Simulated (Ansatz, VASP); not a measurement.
La2SbN2 in VASP and in Ansatz

```
CELL_PARAMETERS angstrom
0.00000 4.12766 0.00000
4.12766 0.00000 0.00000
2.06383 2.06383 -6.91681
ATOMIC_POSITIONS crystal
N 0.25000 0.75000 0.50000
N 0.75000 0.25000 0.50000
Sb 0.00000 0.00000 0.00000
La 0.34400 0.34400 0.31200
La 0.65600 0.65600 0.68800
```

Alike in both runs: task single point; functional r2SCAN; k mesh 9 × 9 × 9; no spin polarisation.

```csv
,VASP,Ansatz
version,VASP 6.6.1,Ansatz 0.2.0
potentials or method,"VASP PAW PBE potentials, release 64 (N, Sb, La), cutoff 520 eV",PAW plane waves
occupations,"fermi-dirac, width 0.1 eV",fermi-dirac
valence electrons in the cell,37,47
```

|  | VASP | Ansatz | Ansatz less VASP |
| --- | --- | --- | --- |
| pressure (GPa) | -3.0 | -2.9 | +0.17 |
| traceless stress, the component that is largest in VASP (GPa) | 0.65 | 0.64 | -0.009 |
| rms of the force components (eV/Å) | 0.565 | 0.558 | -0.0073 |

VASP's potentials were made for PBE, not for r2SCAN. Atom by atom the forces differ by 0.007 eV/Å (rms over components). VASP's potentials hold 37 valence electrons a cell and Ansatz's 47, so a difference there can come from the potentials and not from the codes.

Spin-orbit coupling is off throughout.
